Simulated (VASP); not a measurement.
# H7C6O8 (a cell with a defect) in VASP: further runs

The runs below take H7C6O8 (a cell with a defect) through molecular dynamics, with PBE+D3(BJ).

All numbers are computed with VASP 6.6.1; they aren't measurements. Logs are shortened: lines on timing, memory, paths and dates and some standing lists are left out, and cuts for length are marked.

### 1 The cell of the first run

The cell holds a defect, 21 atoms: a = 5.266 Å, b = 5.452 Å, c = 8.584 Å, α = 71.49°, β = 76.18°, γ = 85.05°.

### 2 Molecular dynamics, PBE+D3(BJ)

The input, INCAR:

```
PREC     = Accurate       # precision mode
ENCUT    = 520            # plane-wave cutoff, eV
EDIFF    = 1E-5           # SCF threshold, eV
ISMEAR   = -1             # smearing method
SIGMA    = 0.05           # smearing width, eV
LREAL    = Auto         
LASPH    = T              # aspherical terms in the spheres
NELM     = 80             # most SCF steps
ALGO     = Normal         # electronic algorithm
ISIF     = 2              # what is computed and relaxed
LWAVE    = F              # write WAVECAR
LCHARG   = F              # write CHGCAR
GGA      = PE             # functional
IVDW     = 12             # dispersion correction
IBRION   = 0              # ionic algorithm
NSW      = 40             # ionic steps
POTIM    = 0.5            # step
TEBEG    = 500.0        
TEEND    = 500.0        
ISYM     = 0            
NELMIN   = 4            
RANDOM_SEED= 996862 0 0   
MDALGO   = 2            
SMASS    = 0
```

The input, KPOINTS:

```
regular mesh
0
Gamma
  2 2 2
```

The input, POSCAR:

```
H7C6O8
1.0
    5.2658520000      0.0000000000      0.0000000000
    0.4708210000      5.4317370000      0.0000000000
    2.0503980000      2.5584150000      7.9336630000
H C O
7 6 8
Direct
    0.8846000000      0.2895000000      0.5723000000
    0.1154000000      0.7105000000      0.4277000000
    0.4812000000      0.2421000000      0.3253000000
    0.5621000000      0.5133000000      0.1841000000
    0.4379000000      0.4867000000      0.8159000000
    0.8021000000      0.0444000000      0.9707000000
    0.1979000000      0.9556000000      0.0293000000
    0.7847000000      0.4166000000      0.3649000000
    0.2153000000      0.5834000000      0.6351000000
    0.6315000000      0.3517000000      0.2533000000
    0.3685000000      0.6483000000      0.7467000000
    0.8017000000      0.2101000000      0.1377000000
    0.1983000000      0.7899000000      0.8623000000
    0.9141000000      0.6185000000      0.3162000000
    0.0859000000      0.3815000000      0.6838000000
    0.7737000000      0.2423000000      0.5123000000
    0.2263000000      0.7577000000      0.4877000000
    0.0436000000      0.1801000000      0.1278000000
    0.9564000000      0.8199000000      0.8722000000
    0.6717000000      0.1255000000      0.0521000000
    0.3283000000      0.8745000000      0.9479000000
```

Potentials or basis: VASP PAW PBE potentials, release 64 (H, C, O).

Launch:

```bash
$ cat potpaw_PBE.64/H/POTCAR potpaw_PBE.64/C/POTCAR potpaw_PBE.64/O/POTCAR > POTCAR
$ mpirun -np 1 vasp_std > vasp.out
```

OUTCAR:

```text
PREC = Accurate
   ENCUT = 520
   EDIFF = 1E-5
   ISMEAR = -1
   LREAL = Auto
   LASPH = T
   NELM = 80
   ISIF = 2
   GGA = PE
   IVDW = 12
   IBRION = 0
   NSW = 40
   POTIM = 0.5
   TEBEG = 500.0
   ISYM = 0
   NELMIN = 4
 IVDW          = 12

 ion  position               nearest neighbor table
   1  0.885  0.289  0.572-  16 0.96
   2  0.115  0.711  0.428-  17 0.96
   3  0.481  0.242  0.325-  10 0.99
   4  0.562  0.513  0.184-  10 0.99
   5  0.438  0.487  0.816-  11 0.99
   6  0.802  0.044  0.971-  20 1.03
   7  0.198  0.956  0.029-  21 1.03
   8  0.785  0.417  0.365-  14 1.25  16 1.31  10 1.53
   9  0.215  0.583  0.635-  15 1.25  17 1.31  11 1.53
  10  0.632  0.352  0.253-   4 0.99   3 0.99  12 1.53   8 1.53
  11  0.368  0.648  0.747-   5 0.99  13 1.53   9 1.53
  12  0.802  0.210  0.138-  18 1.26  20 1.32  10 1.53
  13  0.198  0.790  0.862-  19 1.26  21 1.32  11 1.53
  14  0.914  0.618  0.316-   8 1.25
  15  0.086  0.382  0.684-   9 1.25
  16  0.774  0.242  0.512-   1 0.96   8 1.31
  17  0.226  0.758  0.488-   2 0.96   9 1.31
  18  0.044  0.180  0.128-  12 1.26
  19  0.956  0.820  0.872-  13 1.26
  20  0.672  0.126  0.052-   6 1.03  12 1.32
  21  0.328  0.874  0.948-   7 1.03  13 1.32

IMPORTANT INFORMATION: All symmetrisations will be switched off!
NOSYMM: (Re-)initialisation of all symmetry stuff for point group C_1.

----------------------------------------------------------------------------------------

                                     Primitive cell

  volume of cell :     226.9244

  direct lattice vectors                    reciprocal lattice vectors
     5.265852000  0.000000000  0.000000000     0.189902793 -0.016460705 -0.043770827
     0.470821000  5.431737000  0.000000000     0.000000000  0.184103170 -0.059368833
     2.050398000  2.558415000  7.933663000     0.000000000  0.000000000  0.126045182

  length of vectors
     5.265852000  5.452104112  8.584441034     0.195575844  0.193438971  0.126045182

  position of ions in fractional coordinates (direct lattice)
     0.884600000  0.289500000  0.572300000
     0.115400000  0.710500000  0.427700000
     0.481200000  0.242100000  0.325300000
     0.562100000  0.513300000  0.184100000
     0.437900000  0.486700000  0.815900000
     0.802100000  0.044400000  0.970700000
[... 13 lines left out ...]
     0.671700000  0.125500000  0.052100000
     0.328300000  0.874500000  0.947900000

  ion indices of the primitive-cell ions
   primitive index   ion index
                 1           1
                 2           2
                 3           3
                 4           4
                 5           5
                 6           6
[... 13 lines left out ...]
                20          20
                21          21

----------------------------------------------------------------------------------------

 KPOINTS: regular mesh

Automatic generation of k-mesh.
 Grid dimensions read from file:
 generate k-points for:    2    2    2

 Generating k-lattice:

  Cartesian coordinates                     Fractional coordinates (reciprocal lattice)
     0.094951396 -0.008230353 -0.021885413     0.500000000  0.000000000  0.000000000
     0.000000000  0.092051585 -0.029684416     0.000000000  0.500000000  0.000000000
     0.000000000  0.000000000  0.063022591     0.000000000  0.000000000  0.500000000

  Length of vectors
     0.097787922  0.096719485  0.063022591

  Shift w.r.t. Gamma in fractional coordinates (k-lattice)
     0.000000000  0.000000000  0.000000000

 Subroutine IBZKPT returns following result:
 ===========================================

 Found      8 irreducible k-points:

 Following reciprocal coordinates:
            Coordinates               Weight
  0.000000  0.000000  0.000000      1.000000
  0.500000 -0.000000 -0.000000      1.000000
  0.000000  0.500000  0.000000      1.000000
  0.500000  0.500000  0.000000      1.000000
  0.000000  0.000000  0.500000      1.000000
  0.500000 -0.000000  0.500000      1.000000
  0.000000  0.500000  0.500000      1.000000
  0.500000  0.500000  0.500000      1.000000
   k-points           NKPTS =      8   k-points in BZ     NKDIM =      8   number of bands    NBANDS=     50
   number of dos      NEDOS =    301   number of ions     NIONS =     21
   total plane-waves  NPLWV = 107520
   dimension x,y,z NGX =    40 NGY =   42 NGZ =   64
   dimension x,y,z NGXF=    80 NGYF=   84 NGZF=  128
   ions per type =               7   6   8
   NGX,Y,Z   is equivalent  to a cutoff of  12.63, 12.81, 12.39 a.u.
   NGXF,Y,Z  is equivalent  to a cutoff of  25.26, 25.61, 24.79 a.u.
 SYSTEM =  unknown system
   PREC   = accura    normal or accurate (medium, high low for compatibility)
   ISTART =      0    job   : 0-new  1-cont  2-samecut
   ICHARG =      2    charge: 1-file 2-atom 10-const
   ISPIN  =      1    spin polarized calculation?
   LNONCOLLINEAR =      F non collinear calculations
   LSORBIT =      F    spin-orbit coupling
   LASPH  =      T    aspherical Exc in radial PAW
   ENCUT  =  520.0 eV  38.22 Ry    6.18 a.u.   9.79 10.14 15.96*2*pi/ulx,y,z
   NELM   =     80;   NELMIN=  4; NELMDL= -5     # of ELM steps
   EDIFF  = 0.1E-04   stopping-criterion for ELM
   LREAL  =      T    real-space projection
   EDIFFG = 0.1E-03   stopping-criterion for IOM
   NSW    =     40    number of steps for IOM
   IBRION =      0    ionic relax: 0-MD 1-quasi-New 2-CG
   NFREE  =      0    steps in history (QN), initial steepest desc. (CG)
   ISIF   =      2    stress and relaxation
   ISYM   =      0    0-nonsym 1-usesym 2-fastsym
   POTIM  = 0.5000    time-step for ionic-motion
   TEBEG  =  500.0;   TEEND  = 500.0 temperature during run
   PSTRESS=    0.0 pullay stress
   NELECT =      79.0000    total number of electrons
   NUPDOWN=      -1.0000    fix difference up-down
   EMIN   =  10.00;   EMAX   =-10.00  energy-range for DOS
   EFERMI =   0.00;   METHOD = LEGACY
   ISMEAR =    -1;   SIGMA  =   0.05  broadening in eV -4-tet -1-fermi 0-gaus
   EFERMI_NEDOS =   21; number of points for ismear=-14 and -15
   IALGO  =     38    algorithm
   IMIX   =      4    mixing-type and parameters
     AMIX     =   0.40;   BMIX     =  1.00
     AMIX_MAG =   1.60;   BMIX_MAG =  1.00
  volume/ion in A,a.u.               =      10.81        72.92
  Fermi-wavevector in a.u.,A,eV,Ry     =   1.151658  2.176318 18.045623  1.326316
  Thomas-Fermi vector in A             =   2.288314
   LORBIT       =      0    0 simple, 1 ext, 2 COOP (PROOUT), +10 PAW based schemes
   GGA     = PE    functional components
   LHFCALC =     F    Hartree Fock is set to
   AEXX    =    0.0000 exact exchange contribution
   IVDW    =    12    specifies the selected vdW correction
   LEPSILON=     F    determine dielectric tensor
   LRPA    =     F    only Hartree local field effects (RPA)
 molecular dynamics for ions
 non-spin polarized calculation
  energy-cutoff  :      520.00
  volume of cell :      226.92
 maximum number of plane-waves:      6132
 NGX is ok and might be reduce to    40
   NGX = 19   NGY = 21   NGZ = 31

--------------------------------------- Ionic step        1  -------------------------------------------

 number of electron      79.0000011 magnetization

 Free energy of the ion-electron system (eV)
  ---------------------------------------------------
  ext. energy  EPLUGINS =         0.00000000
  ---------------------------------------------------
  free energy    TOTEN  =      -133.05025449 eV

  energy without entropy =     -132.98454884  energy(sigma->0) =     -133.01740166

------------------------ aborting loop because EDIFF is reached ----------------------------------------

 Edisp (eV)   -1.25812

 E8    (eV) :    -0.3018

  FORCE on cell =-STRESS in cart. coord.  units (eV):
  Direction    XX          YY          ZZ          XY          YZ          ZX
  --------------------------------------------------------------------------------------
  -------------------------------------------------------------------------------------
  Total       0.88475     2.42845     3.24250    -0.56680    -7.04476     3.12956
  in kB       6.24666    17.14580    22.89334    -4.00187   -49.73887    22.09598
  external pressure =       15.43 kB  Pullay stress =        0.00 kB
[... 180 lines left out ...]
  ENERGY OF THE ELECTRON-ION-THERMOSTAT SYSTEM (eV)
  ---------------------------------------------------
% ion-electron   TOTEN  =      -134.381406  see above
  kinetic energy EKIN   =         1.362848
  kin. lattice  EKIN_LAT=         0.000000  (temperature  527.17 K)
  nose potential ES     =        -0.001180
  nose kinetic   EPS    =         0.000007
  ---------------------------------------------------
  total energy   ETOTAL =      -133.019731 eV

[... ionic steps 4 to 37 ...]

--------------------------------------- Ionic step       38  -------------------------------------------

 number of electron      79.0000005 magnetization

------------------------ aborting loop because EDIFF is reached ----------------------------------------

 Edisp (eV)   -1.26363

 E8    (eV) :    -0.3036
[... 119 lines left out ...]
  ENERGY OF THE ELECTRON-ION-THERMOSTAT SYSTEM (eV)
  ---------------------------------------------------
% ion-electron   TOTEN  =      -134.778319  see above
  kinetic energy EKIN   =         1.266198
  kin. lattice  EKIN_LAT=         0.000000  (temperature  489.78 K)
  nose potential ES     =         0.487061
  nose kinetic   EPS    =         0.000726
  ---------------------------------------------------
  total energy   ETOTAL =      -133.024334 eV

--------------------------------------- Ionic step       40  -------------------------------------------

 number of electron      79.0000006 magnetization

 Free energy of the ion-electron system (eV)
  ---------------------------------------------------
  ext. energy  EPLUGINS =         0.00000000
  ---------------------------------------------------
  free energy    TOTEN  =      -133.67332100 eV

  energy without entropy =     -133.60509271  energy(sigma->0) =     -133.63920686

 E-fermi :  -0.4420     XC(G=0):  -7.9624

 val. band max:       -0.4488953626   @ k =   0.0000   0.0000   0.0000
 cond. band min:      -0.4339595982   @ k =   0.0000   0.5000   0.5000
 fundamental gap:      0.0149357644
 Fermi energy:        -0.4420309563

 k-point     1 :       0.0000    0.0000    0.0000
  band No.  band energies     occupation
      1     -23.3464      2.00000
      2     -22.9663      2.00000
      3     -22.8449      2.00000
      4     -22.6013      2.00000
      5     -21.1076      2.00000
      6     -20.7795      2.00000
[... 471 lines left out ...]
  ENERGY OF THE ELECTRON-ION-THERMOSTAT SYSTEM (eV)
  ---------------------------------------------------
% ion-electron   TOTEN  =      -134.934913  see above
  kinetic energy EKIN   =         1.425629
  kin. lattice  EKIN_LAT=         0.000000  (temperature  551.45 K)
  nose potential ES     =         0.481131
  nose kinetic   EPS    =         0.000401
  ---------------------------------------------------
  total energy   ETOTAL =      -133.027753 eV
```

Run time: 16 min. Hardware: 1 thread of Intel Xeon Platinum 8559C (Emerald Rapids), shared host; peak memory 0.45 GiB.

What came out:

| Item | Value |
| --- | --- |
| Dispersion energy per atom | -0.060 eV |

Caveat: the k points lie up to 0.61 Å⁻¹ apart.

### 3 Molecular dynamics, PBE+D3(BJ)

The input, INCAR:

```
PREC = Accurate
ENCUT = 520
EDIFF = 1E-5
ISMEAR = -1
SIGMA = 0.05
LREAL = Auto
LASPH = True
NELM = 80
ALGO = Normal
ISIF = 2
LWAVE = False
LCHARG = False
GGA = PE
IVDW = 12
NBANDS = 56
IBRION = 0
NSW = 40
POTIM = 0.5
TEBEG = 650.0
TEEND = 650.0
ISYM = 0
NELMIN = 4
RANDOM_SEED = 782425 0 0
MDALGO = 2
SMASS = 0
```

KPOINTS is that of step 2.

The input, POSCAR:

```
H7C6O8
1.0
    5.2658520000      0.0000000000      0.0000000000
    0.4708210000      5.4317370000      0.0000000000
    2.0503980000      2.5584150000      7.9336630000
H C O
7 6 8
Direct
    0.8983486500      0.2686962400      0.5800545800
    0.0616695100      0.6797494100      0.4277679700
    0.4778299300      0.1833056600      0.3447435400
    0.5256165600      0.5220622800      0.1874036500
    0.5329009800      0.6766887700      0.7066139000
    0.8327058600      0.0401932500      0.9910023900
    0.2588263600      0.9802946000     -0.0026977700
    0.7763510600      0.4210835500      0.3660846300
    0.1861671400      0.5694619100      0.6424647600
    0.6330086200      0.3459631300      0.2631135800
    0.3220761700      0.6331680800      0.7522526700
    0.8247373300      0.2211450800      0.1352302000
    0.1927948300      0.7839702300      0.8645053300
    0.8916735100      0.6268900800      0.3146657100
    0.0812446700      0.3491427100      0.7012159200
    0.7819734900      0.2368516900      0.5117107500
    0.2103213500      0.7285907600      0.4863661400
    0.0621400400      0.2178690400      0.1194524000
    0.9590871000      0.8453699000      0.8734086000
    0.6955428700      0.1376839900      0.0509354900
    0.3599908600      0.8696658400      0.9301855300
```

Potentials or basis: VASP PAW PBE potentials, release 64 (H, C, O).

Launch:

```bash
$ cat potpaw_PBE.64/H/POTCAR potpaw_PBE.64/C/POTCAR potpaw_PBE.64/O/POTCAR > POTCAR
$ mpirun -np 1 vasp_std > vasp.out
```

Wall time 68 min (1 thread of Intel Xeon 8259CL, shared host); peak memory 0.44 GiB.

It converged, with:

```
Dispersion energy per atom : -0.060 eV
```

Step by step:
| step | potential energy change (eV) | largest force (eV/Å) | pressure (GPa) | volume (Å³) | temperature (K) |
| --- | --- | --- | --- | --- | --- |
| 1 | 0.0000 | 3.1970 | -1.48 | 226.92 | 642 |
| 2 | 0.0904 | 3.4939 | -1.22 | 226.92 | 616 |
| 3 | 0.1751 | 3.6576 | -0.87 | 226.92 | 584 |
| 4 | 0.2406 | 3.7078 | -0.49 | 226.92 | 561 |
| 5 | 0.2769 | 3.9022 | -0.08 | 226.92 | 551 |
| 6 | 0.2801 | 4.0142 | 0.36 | 226.92 | 556 |
| 7 | 0.2535 | 4.0300 | 0.82 | 226.92 | 574 |
| 8 | 0.2094 | 3.9361 | 1.29 | 226.92 | 601 |
| 9 | 0.1673 | 4.0331 | 1.79 | 226.92 | 628 |
| 10 | 0.1496 | 4.0674 | 2.31 | 226.92 | 647 |
| 11 | 0.1736 | 3.9928 | 2.83 | 226.92 | 650 |
| 12 | 0.2419 | 3.8208 | 3.31 | 226.92 | 637 |
| 13 | 0.3377 | 3.5637 | 3.69 | 226.92 | 613 |
| 14 | 0.4290 | 3.8184 | 3.90 | 226.92 | 591 |
| 15 | 0.4829 | 3.8765 | 3.88 | 226.92 | 585 |
| 16 | 0.4833 | 3.6842 | 3.60 | 226.92 | 599 |
| 17 | 0.4393 | 3.5058 | 3.07 | 226.92 | 633 |
| 18 | 0.3796 | 2.9440 | 2.35 | 226.92 | 673 |
| 19 | 0.3376 | 2.7511 | 1.49 | 226.92 | 708 |
| 20 | 0.3387 | 3.4459 | 0.58 | 226.92 | 725 |
| 21 | 0.3942 | 4.0986 | -0.30 | 226.92 | 719 |
| 22 | 0.5018 | 4.6747 | -1.13 | 226.92 | 692 |
| 23 | 0.6479 | 5.1698 | -1.86 | 226.92 | 647 |
| 24 | 0.8120 | 5.5794 | -2.47 | 226.92 | 595 |
| 25 | 0.9709 | 5.8851 | -2.98 | 226.92 | 546 |
| 26 | 1.1019 | 6.0811 | -3.38 | 226.92 | 508 |
| 27 | 1.1866 | 6.1650 | -3.70 | 226.92 | 489 |
| 28 | 1.2140 | 6.1304 | -3.95 | 226.92 | 496 |
| 29 | 1.1828 | 5.9780 | -4.12 | 226.92 | 528 |
| 30 | 1.1042 | 5.7102 | -4.21 | 226.92 | 583 |
| 31 | 1.0008 | 5.3307 | -4.20 | 226.92 | 651 |
| 32 | 0.9045 | 4.8575 | -4.06 | 226.92 | 720 |
| 33 | 0.8488 | 4.3009 | -3.78 | 226.92 | 774 |
| 34 | 0.8585 | 3.6817 | -3.38 | 226.92 | 801 |
| 35 | 0.9363 | 3.4153 | -2.89 | 226.92 | 799 |
| 36 | 1.0542 | 4.4519 | -2.38 | 226.92 | 777 |
| 37 | 1.1603 | 4.9700 | -1.96 | 226.92 | 755 |
| 38 | 1.2046 | 5.2249 | -1.70 | 226.92 | 752 |
| 39 | 1.1690 | 4.8734 | -1.64 | 226.92 | 776 |
| 40 | 1.0763 | 4.1686 | -1.74 | 226.92 | 819 |

Caveat: the k points lie up to 0.61 Å⁻¹ apart.
